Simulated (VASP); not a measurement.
# Mg2BeS3 (P-6m2) in VASP: a series of runs

Runs on Mg2BeS3. Level: PBE. Tasks: single point.

Program: VASP 6.6.1. These are calculated values, not measurements. Logs are shortened: lines on timing, memory, paths and dates and some standing lists are left out, and cuts for length are marked.

## 1. The cell of the first run

Symmetry: P-6m2, No. 187, hexagonal system. The conventional cell has a = 4.032 Å, b = 4.032 Å, c = 9.213 Å, α = 90.00°, β = 90.00°, γ = 120.00°. Mg (site symmetry 3m) has 3 Be at 3.20 Å and 9 S at 3.20 to 3.35 Å and 6 Mg at 4.03 Å within 4.2 Å. Within 3.3 Å of Be (site symmetry -6m2) lie 3 S at 2.33 Å and 6 Mg at 3.20 Å. S (site symmetry -6m2) has 3 S at 2.33 Å within 3.1 Å. Within 3.3 Å of S (site symmetry -6m2) lie 3 Be at 2.33 Å and 6 Mg at 3.20 Å. S (site symmetry -6m2) has 3 S at 2.33 Å within 3.1 Å.

The cell was generated, and may not be a known phase.

## 2. Single point, PBE

Contents of INCAR:

```
SYSTEM = Mg2BeS3
PREC     = Accurate       ! precision mode
ENCUT    = 600            ! plane-wave cutoff, eV
EDIFF    = 1E-6           ! SCF threshold, eV
ISMEAR   = 0              ! smearing method
SIGMA    = 0.1            ! smearing width, eV
LREAL    = .FALSE.        ! projectors in reciprocal space
LASPH    = .TRUE.         ! aspherical terms in the spheres
NELM     = 120            ! most SCF steps
ALGO     = Normal         ! electronic algorithm
ISIF     = 2              ! what is computed and relaxed
LWAVE    = .FALSE.        ! write WAVECAR
LCHARG   = .TRUE.         ! write CHGCAR
GGA      = PE             ! functional
LELF     = .TRUE.         ! ELF
LVHAR    = .TRUE.       
NBANDS   = 21             ! bands
GGA_COMPAT= .FALSE.
```

Contents of KPOINTS:

```
Automatic mesh
0
G
  6 6 2
  0 0 0
```

Contents of POSCAR:

```
Mg2BeS3
1.0
    4.0315476900      0.0000000000      0.0000000000
   -2.0157738500      3.4914227200      0.0000000000
    0.0000000000      0.0000000000      9.2133789100
Mg Be S
2 1 3
Direct
    0.3333333300      0.6666666700      0.2391230000
    0.3333333300      0.6666666700      0.7608770000
    0.6666666700      0.3333333300      0.0000000000
    0.6666666700      0.3333333300      0.5000000000
    0.0000000000      0.0000000000      0.0000000000
    0.0000000000      0.0000000000      0.5000000000
```

Potentials or basis: VASP PAW PBE potentials, release 64 (Mg, Be, S).

Launch:

```console
cat potpaw_PBE.64/Mg/POTCAR potpaw_PBE.64/Be/POTCAR potpaw_PBE.64/S/POTCAR > POTCAR
mpirun -np 1 vasp_std > vasp.out
```

OUTCAR:

```text
SYSTEM = Mg2BeS3
   PREC = Accurate
   ENCUT = 600
   EDIFF = 1E-6
   ISMEAR = 0
   LREAL = .FALSE.
   LASPH = .TRUE.
   NELM = 120
   ISIF = 2
   GGA = PE

 ion  position               nearest neighbor table
   1  0.333  0.667  0.239-   5 3.20   5 3.20   5 3.20
   2  0.333  0.667  0.761-   5 3.20   5 3.20   5 3.20
   3  0.667  0.333  0.000-   5 2.33   5 2.33   5 2.33
   4  0.667  0.333  0.500-   6 2.33   6 2.33   6 2.33
   5  0.000  0.000  0.000-   3 2.33   3 2.33   3 2.33   1 3.20   2 3.20   1 3.20   2 3.20   1 3.20
                             2 3.20
   6  0.000  0.000  0.500-   4 2.33   4 2.33   4 2.33

  LATTYP: Found a hexagonal cell.
 ALAT       =     4.0315476900
 C/A-ratio  =     2.2853205812

  Lattice vectors:

 A1 = (   4.0315476900,   0.0000000000,   0.0000000000)
 A2 = (  -2.0157738500,   3.4914227200,   0.0000000000)
 A3 = (   0.0000000000,   0.0000000000,   9.2133789100)

Analysis of symmetry for initial positions (statically):
=====================================================================
 Subroutine PRICEL returns:
 Original cell was already a primitive cell.

 Routine SETGRP: Setting up the symmetry group for a
 hexagonal supercell.

 Subroutine GETGRP returns: Found 12 space group operations
 (whereof 12 operations were pure point group operations)
 out of a pool of 24 trial point group operations.

The static configuration has the point symmetry D_3h.

Analysis of symmetry for dynamics (positions and initial velocities):
=====================================================================
 Subroutine PRICEL returns:
 Original cell was already a primitive cell.

 Routine SETGRP: Setting up the symmetry group for a
 hexagonal supercell.

 Subroutine GETGRP returns: Found 12 space group operations
 (whereof 12 operations were pure point group operations)
 out of a pool of 24 trial point group operations.

The dynamic configuration has the point symmetry D_3h.

 Subroutine INISYM returns: Found 12 space group operations
 (whereof 12 operations are pure point group operations),
 and found     1 'primitive' translations

----------------------------------------------------------------------------------------

                                     Primitive cell

  volume of cell :     129.6860

  direct lattice vectors                    reciprocal lattice vectors
     4.031547690  0.000000000  0.000000000     0.248043699  0.143208096  0.000000000
    -2.015773850  3.491422720  0.000000000     0.000000000  0.286416192  0.000000000
     0.000000000  0.000000000  9.213378910     0.000000000  0.000000000  0.108537813

  length of vectors
     4.031547690  4.031547696  9.213378910     0.286416192  0.286416192  0.108537813

  position of ions in fractional coordinates (direct lattice)
     0.333333330  0.666666670  0.239123000
     0.333333330  0.666666670  0.760877000
     0.666666670  0.333333330  0.000000000
     0.666666670  0.333333330  0.500000000
     0.000000000  0.000000000  0.000000000
     0.000000000  0.000000000  0.500000000

  ion indices of the primitive-cell ions
   primitive index   ion index
                 1           1
                 2           2
                 3           3
                 4           4
                 5           5
                 6           6

----------------------------------------------------------------------------------------

 KPOINTS: Automatic mesh

Automatic generation of k-mesh.
 Grid dimensions read from file:
 generate k-points for:    6    6    2

 Generating k-lattice:

  Cartesian coordinates                     Fractional coordinates (reciprocal lattice)
     0.041340616  0.023868016  0.000000000     0.166666667  0.000000000  0.000000000
     0.000000000  0.047736032  0.000000000     0.000000000  0.166666667  0.000000000
     0.000000000  0.000000000  0.054268907     0.000000000  0.000000000  0.500000000

  Length of vectors
     0.047736032  0.047736032  0.054268907

  Shift w.r.t. Gamma in fractional coordinates (k-lattice)
     0.000000000  0.000000000  0.000000000

 Subroutine IBZKPT returns following result:
 ===========================================

 Found     14 irreducible k-points:

 Following reciprocal coordinates:
            Coordinates               Weight
  0.000000  0.000000  0.000000      1.000000
  0.166667 -0.000000  0.000000      6.000000
  0.333333 -0.000000  0.000000      6.000000
  0.500000  0.000000  0.000000      3.000000
  0.166667  0.166667  0.000000      6.000000
  0.333333  0.166667  0.000000     12.000000
  0.333333  0.333333  0.000000      2.000000
  0.000000  0.000000  0.500000      1.000000
  0.166667 -0.000000  0.500000      6.000000
  0.333333 -0.000000  0.500000      6.000000
  0.500000  0.000000  0.500000      3.000000
  0.166667  0.166667  0.500000      6.000000
  0.333333  0.166667  0.500000     12.000000
  0.333333  0.333333  0.500000      2.000000
   k-points           NKPTS =     14   k-points in BZ     NKDIM =     14   number of bands    NBANDS=     21
   number of dos      NEDOS =    301   number of ions     NIONS =      6
   total plane-waves  NPLWV =  81920
   dimension x,y,z NGX =    32 NGY =   32 NGZ =   80
   dimension x,y,z NGXF=    64 NGYF=   64 NGZF=  160
   ions per type =               2   1   3
   NGX,Y,Z   is equivalent  to a cutoff of  13.20, 13.20, 14.44 a.u.
   NGXF,Y,Z  is equivalent  to a cutoff of  26.39, 26.39, 28.87 a.u.
 SYSTEM =  Mg2BeS3
   PREC   = accura    normal or accurate (medium, high low for compatibility)
   ISTART =      0    job   : 0-new  1-cont  2-samecut
   ICHARG =      2    charge: 1-file 2-atom 10-const
   ISPIN  =      1    spin polarized calculation?
   LNONCOLLINEAR =      F non collinear calculations
   LSORBIT =      F    spin-orbit coupling
   LASPH  =      T    aspherical Exc in radial PAW
   ENCUT  =  600.0 eV  44.10 Ry    6.64 a.u.   8.05  8.05 18.40*2*pi/ulx,y,z
   NELM   =    120;   NELMIN=  2; NELMDL= -5     # of ELM steps
   EDIFF  = 0.1E-05   stopping-criterion for ELM
   LREAL  =      F    real-space projection
[... 7 lines left out ...]
   TEBEG  =    0.0;   TEEND  =   0.0 temperature during run
   PSTRESS=    0.0 pullay stress
   NELECT =      24.0000    total number of electrons
   NUPDOWN=      -1.0000    fix difference up-down
   EMIN   =  10.00;   EMAX   =-10.00  energy-range for DOS
   EFERMI =   0.00;   METHOD = LEGACY
   ISMEAR =     0;   SIGMA  =   0.10  broadening in eV -4-tet -1-fermi 0-gaus
   EFERMI_NEDOS =   21; number of points for ismear=-14 and -15
   IALGO  =     38    algorithm
   IMIX   =      4    mixing-type and parameters
     AMIX     =   0.40;   BMIX     =  1.00
     AMIX_MAG =   1.60;   BMIX_MAG =  1.00
  volume/ion in A,a.u.               =      21.61       145.86
  Fermi-wavevector in a.u.,A,eV,Ry     =   0.932927  1.762976 11.841861  0.870352
  Thomas-Fermi vector in A             =   2.059575
   LORBIT       =      0    0 simple, 1 ext, 2 COOP (PROOUT), +10 PAW based schemes
   GGA     = PE    functional components
   LHFCALC =     F    Hartree Fock is set to
   AEXX    =    0.0000 exact exchange contribution
   IVDW    =     0    specifies the selected vdW correction
   LEPSILON=     F    determine dielectric tensor
   LRPA    =     F    only Hartree local field effects (RPA)
 non-spin polarized calculation
 Gauss-broadening in eV      SIGMA  =   0.10
  energy-cutoff  :      600.00
  volume of cell :      129.69
 maximum number of plane-waves:      4354
   NGX = 17   NGY = 17   NGZ = 37

 number of electron      24.0000003 magnetization

 Free energy of the ion-electron system (eV)
  ---------------------------------------------------
  ext. energy  EPLUGINS =         0.00000000
  ---------------------------------------------------
  free energy    TOTEN  =       -17.30784799 eV

  energy without entropy =      -17.28214132  energy(sigma->0) =      -17.29499466

 E-fermi :   3.9367     XC(G=0):  -8.7884

 val. band max:        3.9074278543   @ k =   0.1667   0.1667   0.5000
 cond. band min:       3.9368445326   @ k =   0.1667  -0.0000   0.0000
 fundamental gap:      0.0294166783
 Fermi energy:         3.9366912123

 k-point     1 :       0.0000    0.0000    0.0000
  band No.  band energies     occupation
      1     -12.4491      2.00000
      2     -10.2510      2.00000
      3      -5.1066      2.00000
      4      -2.5449      2.00000
      5      -1.8116      2.00000
      6      -1.8116      2.00000
[... 13 lines left out ...]
     20      10.0233      0.00000
     21      10.2215      0.00000

 k-point     2 :       0.1667   -0.0000    0.0000
  band No.  band energies     occupation
      1     -12.2022      2.00000
      2     -10.1394      2.00000
      3      -6.2778      2.00000
      4      -2.2603      2.00000
      5      -2.1059      2.00000
      6      -0.9458      2.00000
[... 13 lines left out ...]
     20       9.0399      0.00000
     21       9.2110      0.00000

 k-point     3 :       0.3333   -0.0000    0.0000
  band No.  band energies     occupation
      1     -11.5134      2.00000
      2      -9.8930      2.00000
      3      -8.0566      2.00000
      4      -2.5657      2.00000
      5      -2.2472      2.00000
      6      -1.4543      2.00000
[... 13 lines left out ...]
     20       8.6582      0.00000
     21       8.7390      0.00000

 k-point     4 :       0.5000    0.0000    0.0000
  band No.  band energies     occupation
      1     -10.8756      2.00000
      2      -9.7555      2.00000
      3      -9.0959      2.00000
      4      -2.7786      2.00000
      5      -2.7557      2.00000
      6      -0.6779      2.00000
[... 13 lines left out ...]
     20       8.8026      0.00000
     21       9.6648      0.00000

 k-point     5 :       0.1667    0.1667    0.0000
  band No.  band energies     occupation
      1     -11.7270      2.00000
      2      -9.9583      2.00000
      3      -7.5905      2.00000
      4      -2.7490      2.00000
      5      -1.8259      2.00000
      6      -1.7111      2.00000
[... 13 lines left out ...]
     20       8.8568      0.00000
     21       9.0362      0.00000

 k-point     6 :       0.3333    0.1667    0.0000
  band No.  band energies     occupation
      1     -10.9078      2.00000
      2      -9.7573      2.00000
      3      -9.0053      2.00000
      4      -3.3183      2.00000
      5      -2.5117      2.00000
      6      -1.2263      2.00000
[... 13 lines left out ...]
     20       8.4548      0.00000
     21       8.4849      0.00000

 k-point     7 :       0.3333    0.3333    0.0000
  band No.  band energies     occupation
      1     -10.0232      2.00000
      2     -10.0146      2.00000
      3      -9.6847      2.00000
      4      -3.7807      2.00000
      5      -2.2190      2.00000
      6      -2.0752      2.00000
[... 13 lines left out ...]
     20       8.2242      0.00000
     21       8.6907      0.00000
[... 51 lines left out ...]
      1     -11.5130      2.00000
      2      -9.8940      2.00000
      3      -8.0567      2.00000
      4      -2.5654      2.00000
      5      -2.2796      2.00000
      6      -1.0919      2.00000
[... 13 lines left out ...]
     20       8.2986      0.00000
     21       8.7038      0.00000

 k-point    11 :       0.5000    0.0000    0.5000
  band No.  band energies     occupation
      1     -10.8753      2.00000
      2      -9.7558      2.00000
      3      -9.0964      2.00000
      4      -2.7886      2.00000
      5      -2.7554      2.00000
      6      -0.6793      2.00000
[... 13 lines left out ...]
     20       8.3508      0.00000
     21       8.6655      0.00000

 k-point    12 :       0.1667    0.1667    0.5000
  band No.  band energies     occupation
      1     -11.7266      2.00000
      2      -9.9595      2.00000
      3      -7.5906      2.00000
      4      -2.7479      2.00000
      5      -1.9251      2.00000
      6      -1.2642      2.00000
[... 13 lines left out ...]
     20       8.4297      0.00000
     21       9.5544      0.00000

 k-point    13 :       0.3333    0.1667    0.5000
  band No.  band energies     occupation
      1     -10.9074      2.00000
      2      -9.7579      2.00000
      3      -9.0057      2.00000
      4      -3.3147      2.00000
      5      -2.5305      2.00000
      6      -1.2351      2.00000
[... 13 lines left out ...]
     20       8.2099      0.00000
     21       8.6266      0.00000

 k-point    14 :       0.3333    0.3333    0.5000
  band No.  band energies     occupation
      1     -10.0213      2.00000
      2     -10.0146      2.00000
      3      -9.6872      2.00000
      4      -3.7775      2.00000
      5      -2.2312      2.00000
      6      -2.0867      2.00000
[... 13 lines left out ...]
     20       8.4242      0.00000
     21       8.6563      0.00000

------------------------ aborting loop because EDIFF is reached ----------------------------------------

  FORCE on cell =-STRESS in cart. coord.  units (eV):
  Direction    XX          YY          ZZ          XY          YZ          ZX
  --------------------------------------------------------------------------------------
  -------------------------------------------------------------------------------------
  Total       -2.7683134     -2.7683134     -3.7382677      0.0000000      0.0000000      0.0000000
  in kB      -34.2005171    -34.2005172    -46.1836034      0.0000000      0.0000000      0.0000000
  external PRESSURE =     -38.1948792 kB  Pullay stress =       0.0000000 kB

 VOLUME and BASIS-vectors are now :
 -----------------------------------------------------------------------------
  energy-cutoff  :      600.00
  volume of cell :      129.69
      direct lattice vectors                 reciprocal lattice vectors
     4.031547690  0.000000000  0.000000000     0.248043699  0.143208096  0.000000000
    -2.015773850  3.491422720  0.000000000     0.000000000  0.286416192  0.000000000
     0.000000000  0.000000000  9.213378910     0.000000000  0.000000000  0.108537813

 POSITION                                       TOTAL-FORCE (eV/Angst)
 -----------------------------------------------------------------------------------
     -0.00000      2.32762      2.20313        -0.000000     -0.000000      0.326050
     -0.00000      2.32762      7.01025        -0.000000     -0.000000     -0.326050
      2.01577      1.16381      0.00000        -0.000000      0.000000     -0.000000
      2.01577      1.16381      4.60669        -0.000000     -0.000000     -0.000000
      0.00000      0.00000      0.00000        -0.000000     -0.000000     -0.000000
      0.00000      0.00000      4.60669         0.000000     -0.000000     -0.000000
 -----------------------------------------------------------------------------------
    total drift:                               -0.000011      0.000006      0.000000

  FREE ENERGIE OF THE ION-ELECTRON SYSTEM (eV)
  ---------------------------------------------------
  free  energy   TOTEN  =       -17.3078479934 eV

  energy  without entropy=      -17.2821413208  energy(sigma->0) =      -17.29499466
```

Wall time 54 s (1 thread of Intel Xeon Platinum 8259CL at 2.50GHz (Skylake/Cascade Lake), shared host); peak memory 0.28 GiB.

Results:

```yaml
Free_energy: -17.3078 eV
Pressure: -3.8 GPa
Largest_force: 0.326 eV/Å
Band_gap_on_the_k_mesh: zero (bands 12 and 13 overlap by 0.62 eV)
```

Forces in eV/Å, atoms in the order of the input:
```
Mg   0.000  0.000  0.326
Mg   0.000  0.000 -0.326
Be   0.000  0.000  0.000
S    0.000  0.000  0.000
S    0.000  0.000  0.000
S    0.000  0.000  0.000
```

Stress tensor (GPa, compression positive):
```
-3.42  0.00  0.00
 0.00 -3.42  0.00
 0.00  0.00 -4.62
```

Caveat: the cell stands under tension; semilocal functionals underestimate gaps, and a narrow one can read as zero.

(Continued in part 2 of 2.)

The gap in the log of VASP goes by the Fermi energy; the results here count the filled bands.